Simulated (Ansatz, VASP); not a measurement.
Two plane-wave programs on LuSi2Ge3

```xyz
6
Lattice="3.2515 1.8772 3.5885 -3.2515 1.8772 3.5885 0.0000 -3.7545 3.5885" Properties=species:S:1:pos:R:3 pbc="T T T"
Lu    0.0000    0.0000    5.3827
Si    0.0000    0.0000    9.2576
Si    0.0000    0.0000    1.5078
Ge   -2.0519    1.8772    3.5885
Ge   -0.5998   -2.7156    3.5885
Ge    2.6517    0.8384    3.5885
```

Alike in both runs: task relaxation of cell and atoms; functional PBE; k mesh 3 × 3 × 3; occupations gaussian, width 0.1 eV; no spin polarisation.

```csv
,VASP,Ansatz
version,VASP 6.6.1,Ansatz 0.2.0
potentials or method,"VASP PAW PBE potentials, release 64 (Lu, Si, Ge_d), cutoff 600 eV","scalar-relativistic, plane waves, PAW"
valence electrons in the cell,75,75
```

|  | VASP | Ansatz | Ansatz less VASP |
| --- | --- | --- | --- |
| gap on the k mesh at the Fermi level, each at its own relaxed structure (eV) | none | none | - |
| relaxed volume (Å³/atom) | 21.07 | 21.14 | +0.064 |
| relaxed cell length with the largest relative difference (Å) | 5.025 | 5.029 | +0.0046 |

A gap of «none» marks a metal or a gap that the smearing closes.

The k mesh is coarse, so the values compare programs but aren't converged. Spin-orbit coupling is off throughout.
